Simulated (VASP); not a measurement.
Set up this calculation in VASP 6.6.1, as the native input.

| Property | Result |
| --- | --- |
| Task | relaxation of cell and atoms |
| Functional | LDA |
| Potentials or basis | VASP PAW LDA potentials, release 64 (Hf_pv, Ru_pv) |
| Cutoff | 600 eV |
| k mesh | 14 × 14 × 14 |
| Occupations | fermi-dirac, width 0.15 eV |
| Spin | no spin polarisation |
| Dipole correction | no |
| Further INCAR settings | ALGO = Normal; EDIFF = 1e-06; IBRION = 2; EDIFFG = -0.001; NSW = 80; ISIF = 3 |

The structure of HfRu lies in POSCAR:

```
HfRu
1.0
    3.1819556650      0.0000000000      0.0000000000
    0.0000000000      3.1819556650      0.0000000000
    0.0000000000      0.0000000000      3.1819556650
Hf Ru
1 1
Direct
    0.0000000000      0.0000000000      0.0000000000
    0.5000000000      0.5000000000      0.5000000000
```

These files were run (other wordings do the same):

INCAR

```
  PREC = Accurate
  ENCUT = 600
  EDIFF = 1E-6
  ISMEAR = -1
  SIGMA = 0.15
  LREAL = False
  LASPH = True
  NELM = 100
  ALGO = Normal
  ISIF = 3
  LWAVE = False
  LCHARG = False
  GGA = CA
  IBRION = 2
  NSW = 80
  EDIFFG = -0.001
```

KPOINTS

```
regular mesh
0
Gamma
  14 14 14
```

Potentials or basis: VASP PAW LDA potentials, release 64 (Hf_pv, Ru_pv).

Launch:

```sh
$ cat potpaw_LDA.64/Hf_pv/POTCAR potpaw_LDA.64/Ru_pv/POTCAR > POTCAR
$ mpirun -np 1 vasp_std > vasp.out
```

Results of the run:

```yaml
Relaxed_volume: 16.09 Å³/atom
Relaxed_cell: a = 3.181 Å, b = 3.181 Å, c = 3.181 Å, α = 90.00°, β = 90.00°, γ = 90.00°
Space_group_after_relaxing_to_0.05_Å: Pm-3m (No. 221)
Energy_gained_by_relaxing: 0.0 meV/atom
Ionic_steps: 3
Pressure_after_relaxing: 0.0 GPa
Band_gap_on_the_k_mesh: zero (band 12 reaches 9.79 eV, above the bottom of band 13 at 8.06 eV)
```

Caveat: spin-orbit coupling is left out, which moves the levels of the heavy elements.

It took 89 s on 1 thread of Intel(R) Xeon(R) Platinum 8375C CPU @ 2.90GHz (Ice Lake) (shared host), peak memory 0.21 GiB.
